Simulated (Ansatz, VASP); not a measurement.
# SnO2: VASP beside Ansatz

```xyz
6
Lattice="4.7592 0.0000 0.0000 0.0000 4.7592 0.0000 0.0000 0.0000 3.2013" Properties=species:S:1:pos:R:3 pbc="T T T"
Sn    2.3796    2.3796    1.6006
Sn    0.0000    0.0000    0.0000
O     0.9236    3.8356    1.6006
O     3.8356    0.9236    1.6006
O     1.4560    1.4560    0.0000
O     3.3032    3.3032    0.0000
```

Alike in both runs: functional r2SCAN; k mesh 6 × 6 × 8; occupations gaussian, width 0.02 eV; no spin polarisation.

Ansatz relaxed the structure, and its values are those at the end. VASP's run is a single point on that final structure, the one shown.

|  | VASP | Ansatz |
| --- | --- | --- |
| version | VASP 6.6.1 | Ansatz 0.2.0 |
| potentials or method | VASP PAW PBE potentials, release 64 (Sn_d, O), cutoff 520 eV | scalar-relativistic, plane waves, PAW |
| valence electrons in the cell | 52 | 52 |

```tsv
	VASP	Ansatz	Ansatz less VASP
gap on the k mesh at the Fermi level (eV)	1.80	1.77	-0.026
least direct gap on the mesh (eV)	1.80	1.77	-0.026
pressure (GPa)	1.1	0.0	-1.09
rms of the force components (eV/Å)	0.015	0.002	-0.0131
```

VASP's potentials were made for PBE, not for r2SCAN. With one functional, cell and mesh, what is left measures potentials, basis and numerics.
